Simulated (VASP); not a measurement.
Wanted: the native input for a VASP 6.6.1 run.

| Quantity | Value |
| --- | --- |
| Task | single point |
| Functional | LDA |
| Potentials or basis | VASP PAW LDA potentials, release 64 (Ni) |
| Cutoff | 520 eV |
| k mesh | 15 × 15 × 8 |
| Occupations | fermi-dirac, width 0.08 eV |
| Spin | collinear spin, ferromagnetic start |
| Starting moments | [1.5, 1.5] μB |
| Dipole correction | no |
| Further INCAR settings | ALGO = Normal; EDIFF = 1e-06; NBANDS = 21 |

The structure of Ni lies in POSCAR:

```
Ni
1.0
    2.4480228978      0.0000000000      0.0000000000
   -1.2240114489      2.1200500186      0.0000000000
    0.0000000000      0.0000000000      4.0728075700
Ni
2
Direct
    0.3333333333      0.6666666667      0.2500000000
    0.6666666667      0.3333333333      0.7500000000
```

This isn't the form of Ni at room conditions, which is fcc.

These files were run (other wordings do the same):

INCAR

```
SYSTEM = Ni
PREC = Accurate ; ENCUT = 520
EDIFF = 1E-6 ; ISMEAR = -1
SIGMA = 0.08 ; LREAL = .FALSE.
LASPH = .TRUE. ; NELM = 150
ALGO = Normal ; ISIF = 2
LWAVE = .FALSE. ; LCHARG = .FALSE.
ISPIN = 2 ; MAGMOM = 1.5 1.5
LORBIT = 11 ; LMAXMIX = 4
GGA = CA ; NBANDS = 21
```

KPOINTS

```
Automatic mesh
0
G
  15 15 8
  0 0 0
```

Potentials or basis: VASP PAW LDA potentials, release 64 (Ni).

Launch:

```console
$ cat potpaw_LDA.64/Ni/POTCAR > POTCAR
$ mpirun -np 1 vasp_std > vasp.out
```

It gave:

The pressure is -10.7 GPa and the net moment is 1.21 μB per cell. The site moments are Ni +0.61 μB and the valence electrons inside the program's atomic spheres are Ni 9.37.

Caveat: the cell stands under tension.

It took 45 s on 1 thread of Intel(R) Xeon(R) Platinum 8559C (Emerald Rapids), on a shared host, peak memory 0.19 GiB.
